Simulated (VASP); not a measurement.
BAs, 2 atoms in the cell. It takes space group F-43m (No. 216, cubic). The conventional cell has a = 4.784 Å, b = 4.784 Å, c = 4.784 Å, α = 90.00°, β = 90.00°, γ = 90.00°. B (site symmetry -43m) has 4 As at 2.07 Å within 2.7 Å. Within 2.7 Å of As (site symmetry -43m) lie 4 B at 2.07 Å. 

```yaml
Program: VASP 6.6.1
Task: single point
Functional: r2SCAN
Potentials_or_basis: VASP PAW PBE potentials, release 64 (B, As)
Cutoff: 520 eV
k_mesh: 10 × 10 × 10
Occupations: gaussian, width 0.02 eV
Spin: no spin polarisation
Dipole_correction: no
Further_INCAR_settings: ALGO = Normal; EDIFF = 1e-07; NBANDS = 11
```

Potentials or basis: VASP PAW PBE potentials, release 64 (B, As).

Launch:

```console
$ cat potpaw_PBE.64/B/POTCAR potpaw_PBE.64/As/POTCAR > POTCAR
$ cp INCAR.step1 INCAR
$ mpirun -np 1 vasp_std > vasp.out
$ cp INCAR.step2 INCAR
$ mpirun -np 1 vasp_std > vasp.out
```

Hardware: 1 thread of Intel(R) Xeon(R) Platinum 8488C (Sapphire Rapids), with other jobs on the host.

Problem. Estimate the wall time of this run.

Solution. Run time: 48 s on 1 thread of Intel(R) Xeon(R) Platinum 8488C (Sapphire Rapids), with other jobs on the host, peak memory 0.17 GiB. Counts: k points 47.
